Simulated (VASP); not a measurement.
# Be (P1) in VASP: a series of runs, part 2 of 2

VASP 6.6.1. Earlier steps stand in the parts before.

## 3. Single point, PBE+D3(BJ)

Input file INCAR:

```
  PREC = Accurate
  ENCUT = 520
  EDIFF = 1E-6
  ISMEAR = -1
  SIGMA = 0.24
  LREAL = Auto
  LASPH = True
  NELM = 60
  ALGO = Normal
  ISIF = 2
  LWAVE = False
  LCHARG = False
  GGA = PE
  IVDW = 12
  NBANDS = 60
```

Input file KPOINTS:

```
regular mesh
0
Gamma
  2 2 2
```

Input file POSCAR:

```
Be
1.0
    6.9826430000      0.0000000000      0.0000000000
   -3.4913210000      6.0471460000      0.0000000000
    0.0000000000      0.0000000000      7.2945340000
Be
36
Direct
    0.0692982227     -0.0044153060      0.0669268249
    0.1610020037      0.3336615322      0.2801275585
    0.0229478302      0.0245570390      0.4799347018
    0.1601501330      0.2509282891      0.7393755379
   -0.0033509554      0.3698604267     -0.0394816173
    0.0728281814      0.5578499345      0.2121177309
   -0.0420281636      0.3639402786      0.5129045940
    0.0905281778      0.5744031978      0.7488758021
   -0.0466954383      0.6522581066     -0.0358487602
    0.0885820431      0.8779017408      0.3160311543
   -0.0414534872      0.6666946689      0.4973587072
    0.0680048713      0.8859551266      0.7585954086
    0.3261773603     -0.0464351282     -0.0495165284
    0.3903415906      0.2310346071      0.2380549601
    0.3247752544      0.0332222837      0.4985513811
    0.4236223749      0.1876091631      0.7351394894
    0.3116250120      0.3130236975     -0.0274040809
    0.4754415043      0.5464230564      0.2320504641
    0.3218645601      0.3082115100      0.4817854026
    0.4395252392      0.5367159979      0.7116835702
    0.3171349981      0.6083200240      0.0173691698
    0.4519934691      0.8894939861      0.2738077580
    0.2998973439      0.6280648756      0.4990037746
    0.4864025232      0.8346912742      0.8010929828
    0.7023245587      0.0345948320     -0.0289394771
    0.7581164907      0.1843018178      0.2771801461
    0.6602828538     -0.0341648771      0.4955354242
    0.7672264152      0.2289013693      0.7279697373
    0.6541919138      0.3559365029     -0.0532316389
    0.7827137605      0.5536330692      0.2355188145
    0.6103356761      0.3031678084      0.4688716236
    0.7368200086      0.5096784500      0.7063371012
    0.6981079832      0.6940464146      0.0323118653
    0.7679925885      0.9049062153      0.2293223940
    0.6648643483      0.6741031224      0.4739987503
    0.7916461847      0.9031202488      0.7262424166
```

Potentials or basis: VASP PAW PBE potentials, release 64 (Be).

The run is started by

```sh
cat potpaw_PBE.64/Be/POTCAR > POTCAR
mpirun -np 1 vasp_std > vasp.out
```

Wall time 4.2 min (1 thread of Intel Xeon Platinum 8488C (Sapphire Rapids), shared host); peak memory 0.4 GiB.

It converged, with:

```yaml
Free_energy: -135.1354 eV
Pressure: -3.3 GPa
Largest_force: 4.424 eV/Å
Band_gap_on_the_k_mesh: zero (bands 36 and 37 overlap by 0.33 eV)
Dispersion_energy_per_atom: -0.327 eV
```

Forces on the atoms (eV/Å):
```
Be  -1.413  0.032 -1.431
Be  -1.543 -1.440 -1.540
Be  -2.683  0.420  2.186
Be  -2.799 -1.470 -0.871
Be  -0.035 -1.895  1.317
Be   0.076  0.791  1.358
Be   1.101 -0.478 -1.389
Be   0.945  0.664 -1.126
Be   1.121  0.547  0.699
Be   1.585 -1.103 -3.981
Be   1.138 -0.246  0.923
Be   0.991  0.438 -0.251
Be  -0.441  0.054  1.551
Be   1.215 -2.150 -0.792
Be   0.807 -2.757 -0.028
Be   0.146  1.368  0.110
Be   1.168  0.437  1.073
Be  -0.451  0.659  0.721
Be   0.124  2.220  1.439
Be   0.603  0.038  1.102
Be  -0.431  1.345 -0.599
Be  -0.859 -0.363 -0.953
Be  -0.186  0.480 -0.554
Be  -0.885  0.044 -2.290
Be   0.157  0.118  1.781
Be   0.080  1.596 -1.482
Be  -0.899  0.976  0.438
Be  -0.048 -1.247  0.908
Be   0.183 -0.697  1.838
Be  -0.213 -0.240  0.334
Be   1.433  0.993  0.189
Be   0.234  1.462  0.111
Be  -1.117 -0.023 -3.173
Be   0.689 -0.205  1.368
Be   0.212 -0.267  0.644
Be  -0.005 -0.099  0.371
```

Stress tensor (GPa, compression positive):
```
-1.26 -0.10 -0.49
-0.10 -4.02 -0.49
-0.49 -0.49 -4.70
```

Levels at points of the mesh, in eV from the Fermi level:
```
           k point  band 32  band 33  band 34  band 35  band 36  band 37  band 38  band 39  band 40  band 41
(0.00, 0.00, 0.00)    -0.63    -0.48    -0.27    -0.13     0.03     0.12     0.21     0.44     0.55     0.77
(0.50, 0.00, 0.00)    -0.93    -0.73    -0.66    -0.45    -0.07     0.42     0.85     1.02     1.15     1.26
(0.00, 0.50, 0.00)    -1.28    -1.09    -0.55    -0.30    -0.01     0.35     0.69     0.95     1.01     1.29
(0.50, 0.50, 0.00)    -1.26    -0.95    -0.57    -0.42    -0.11     0.59     0.77     0.91     1.09     1.25
(0.00, 0.00, 0.50)    -1.49    -1.33    -1.05    -0.75    -0.56    -0.31    -0.24    -0.03     0.39     2.03
(0.50, 0.00, 0.50)    -1.39    -1.18    -1.16    -0.94    -0.82     0.80     1.03     1.37     1.41     1.53
(0.00, 0.50, 0.50)    -1.56    -1.16    -1.12    -0.81    -0.50     0.68     0.89     1.06     1.44     1.79
(0.50, 0.50, 0.50)    -1.37    -1.24    -1.07    -0.87    -0.72     0.87     0.94     1.34     1.43     1.74
```

Caveat: the k points lie up to 0.52 Å⁻¹ apart; forces of over 1 eV/Å act on the atoms, so gaps and moduli don't describe the material at rest.

## 4. Single point, PBE+D3(BJ)

Input file INCAR:

```
SYSTEM = Be
  ALGO = Normal
  EDIFF = 1E-6
  ENCUT = 520
  GGA = PE
  ISIF = 2
  ISMEAR = -1
  IVDW = 12
  LASPH = .True.
  LCHARG = .False.
  LREAL = Auto
  LWAVE = .False.
  NBANDS = 60
  NELM = 80
  PREC = Accurate
  SIGMA = 0.24
```

Input file KPOINTS:

```
k-points
0
Gamma
  2 2 2
  0 0 0
```

Input file POSCAR:

```
Be
1.0
    6.9826430000      0.0000000000      0.0000000000
   -3.4913210000      6.0471460000      0.0000000000
    0.0000000000      0.0000000000      7.2945340000
Be
36
Direct
    0.0551583212      0.0241601575      0.0434709057
    0.1360289131      0.3123291549      0.2392339250
    0.0102863770      0.0741341453      0.5067081735
    0.1363452929      0.1669713283      0.7264480500
    0.0045124123      0.3413345734     -0.0223729165
    0.0361399609      0.5727495251      0.2427982377
   -0.0406319866      0.3724897662      0.4903534619
    0.0777655993      0.5352442293      0.7296970581
    0.0139063464      0.6623289730     -0.0091986685
    0.0821979781      0.8761323110      0.2676113375
    0.0084953535      0.6927234765      0.5130416830
    0.1037229786      0.8558252108      0.7999825623
    0.3564087890     -0.0274178927     -0.0128041078
    0.3593841420      0.1538246307      0.2482543779
    0.2652157567     -0.0181573258      0.5059953110
    0.4626759463      0.2445781861      0.7591163466
    0.3229819318      0.2867303022     -0.0105421402
    0.4997410924      0.5413462814      0.2710659790
    0.3266820730      0.3739284615      0.4812781735
    0.4010619338      0.4851379477      0.7598429180
    0.3942360451      0.6529361123      0.0103913423
    0.4313712956      0.8652346082      0.2148320921
    0.3142280484      0.6626266341      0.4775219363
    0.4499088302      0.8304744089      0.7447768425
    0.6769758854      0.0417552346      0.0091986685
    0.7838372458      0.2449089207      0.2205349924
    0.6238207936     -0.0258303669      0.4756163999
    0.7018505788      0.1440348885      0.7058984165
    0.6316071204      0.3642710131      0.0288709327
    0.7498684161      0.5263805438      0.2541492027
    0.6434354645      0.3437323987      0.4698586640
    0.7768480817      0.5803398826      0.7526183304
    0.7256599781      0.7451118263     -0.0308724313
    0.7781037745      0.8866331324      0.2487616070
    0.6482557572      0.6924423521      0.4970571115
    0.8059324830      0.9278261183      0.7374837104
```

The run is started by

```sh
cat potpaw_PBE.64/Be/POTCAR > POTCAR
mpirun -np 1 vasp_std > vasp.out
```

It took 4.7 min on 1 thread of Intel Xeon Platinum 8488C (Sapphire Rapids), shared host; peak memory 0.4 GiB.

It converged, with:

```
Free energy                : -135.0016 eV
Pressure                   : -4.1 GPa
Largest force              : 3.892 eV/Å
Band gap on the k mesh     : zero (bands 36 and 37 overlap by 0.60 eV)
Dispersion energy per atom : -0.327 eV
```

Forces on the atoms (eV/Å):
```
Be  -1.345 -0.937 -0.930
Be   0.126 -0.063  0.057
Be  -0.979 -2.048 -3.162
Be   0.254  1.678  2.471
Be   0.333 -0.399  0.089
Be   3.290 -0.929  0.655
Be   0.891 -1.095 -1.120
Be   0.599  0.843  0.872
Be  -0.666 -0.862  1.235
Be  -0.334 -1.077  0.224
Be  -1.219 -1.267 -0.112
Be  -0.873  1.469 -2.743
Be  -1.423  0.654 -0.037
Be   0.582  2.235 -0.339
Be   1.995  1.820  0.636
Be   0.658 -1.150 -0.603
Be  -1.176  1.314  0.333
Be  -2.610 -0.362 -2.114
Be   0.400 -2.014  1.278
Be  -0.533  2.376 -0.095
Be  -1.696 -0.445 -0.212
Be   0.065  0.531  1.824
Be  -0.511 -0.233 -0.088
Be  -0.094  0.118 -0.056
Be   0.655 -1.536 -1.434
Be   0.210 -0.500  1.260
Be   0.072  0.831 -0.543
Be  -0.063  2.783  1.068
Be   1.102 -0.427 -1.608
Be   1.160  2.630  0.083
Be  -0.429 -0.983  1.709
Be   0.439 -0.810 -0.492
Be   0.470 -1.246  1.356
Be  -0.532  0.285 -0.286
Be   1.064 -0.627  1.010
Be   0.115 -0.555 -0.186
```

Stress tensor (GPa, compression positive):
```
-5.53  1.69  2.70
 1.69 -0.80 -1.70
 2.70 -1.70 -5.95
```

Levels at points of the mesh, in eV from the Fermi level:
| k point | band 33 | band 34 | band 35 | band 36 | band 37 | band 38 | band 39 | band 40 |
| --- | --- | --- | --- | --- | --- | --- | --- | --- |
| (0.00, 0.00, 0.00) | -0.58 | -0.39 | -0.09 | 0.14 | 0.33 | 0.39 | 0.47 | 0.65 |
| (0.50, 0.00, 0.00) | -0.91 | -0.57 | -0.35 | -0.03 | 0.40 | 0.60 | 0.95 | 1.06 |
| (0.00, 0.50, 0.00) | -0.82 | -0.69 | -0.16 | 0.12 | 0.53 | 0.78 | 0.98 | 1.14 |
| (0.50, 0.50, 0.00) | -1.03 | -0.83 | -0.43 | -0.40 | 0.31 | 0.49 | 1.02 | 1.16 |
| (0.00, 0.00, 0.50) | -1.22 | -0.96 | -0.87 | -0.62 | -0.46 | -0.30 | 0.11 | 0.48 |
| (0.50, 0.00, 0.50) | -1.25 | -1.12 | -0.86 | -0.71 | 0.44 | 0.91 | 1.04 | 1.33 |
| (0.00, 0.50, 0.50) | -1.06 | -1.01 | -0.78 | -0.60 | 0.55 | 0.78 | 0.98 | 1.11 |
| (0.50, 0.50, 0.50) | -1.39 | -1.22 | -1.15 | -0.83 | 0.63 | 1.08 | 1.12 | 1.31 |

Caveat: the k points lie up to 0.52 Å⁻¹ apart, too coarse for converged energies and pressures of a metal; forces of over 1 eV/Å act on the atoms, so gaps and moduli don't describe the material at rest.

## 5. Overview

| cell | gap on the mesh (eV) | pressure (GPa) | largest force (eV/Å) |
| --- | --- | --- | --- |
| as given, atomic positions A | none | -6.5 | 3.75 |
| as given, atomic positions B | none | -3.3 | 4.42 |
| as given, atomic positions C | none | -4.1 | 3.89 |

Alike in all rows: task single point; level PBE+D3(BJ); potentials or basis VASP PAW PBE potentials, release 64 (Be); no spin polarisation; k mesh 2 × 2 × 2; cutoff (eV) 520; smearing fermi-dirac 0.24 eV.

Caveats: all runs use coarse meshes; forces of over 1 eV/Å act on the atoms, so gaps and moduli don't describe the material at rest.

Total energies depend on the potentials used, so only differences within one code and one set of settings carry meaning.
